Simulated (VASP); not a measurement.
SbS5, 6 atoms in the cell. It takes space group P6/mmm (No. 191, hexagonal). Conventional cell: a = 5.959 Å, b = 5.959 Å, c = 4.814 Å, α = 90.00°, β = 90.00°, γ = 120.00°. Within 4.5 Å of Sb (site symmetry 6/mmm) lie 18 S at 3.44 to 3.83 Å. Within 3.9 Å of S (site symmetry -6m2) lie 9 S at 2.96 to 3.44 Å and 3 Sb at 3.44 Å. Within 3.9 Å of S (site symmetry mmm) lie 8 S at 2.96 to 2.98 Å and 4 Sb at 3.83 Å. The cell was built from a structure type or drawn by symmetry, and may not be a known phase.

```yaml
Program: VASP 6.6.1
Task: relaxation of cell and atoms
Functional: PBE
Potentials_or_basis: VASP PAW PBE potentials, release 64 (Sb, S)
Cutoff: 600 eV
k_mesh: 3 × 3 × 4
Occupations: gaussian, width 0.1 eV
Spin: no spin polarisation
Dipole_correction: no
Further_INCAR_settings: ALGO = Normal; EDIFF = 1e-07; IBRION = 2; EDIFFG = -0.04; NSW = 90; ISIF = 3
```

Potentials or basis: VASP PAW PBE potentials, release 64 (Sb, S).

Command:

```bash
$ cat potpaw_PBE.64/Sb/POTCAR potpaw_PBE.64/S/POTCAR > POTCAR
$ mpirun -np 1 vasp_std > vasp.out
```

Hardware: 1 thread of Intel(R) Xeon(R) 6975P-C (Granite Rapids), on a shared host.

Problem. Estimate the wall time of this run.

Solution. Wall time 5.5 min on 1 thread of Intel(R) Xeon(R) 6975P-C (Granite Rapids), with other jobs on the host, peak memory 0.32 GiB. Counts: scf iterations 200, k points 9, ion steps 19.
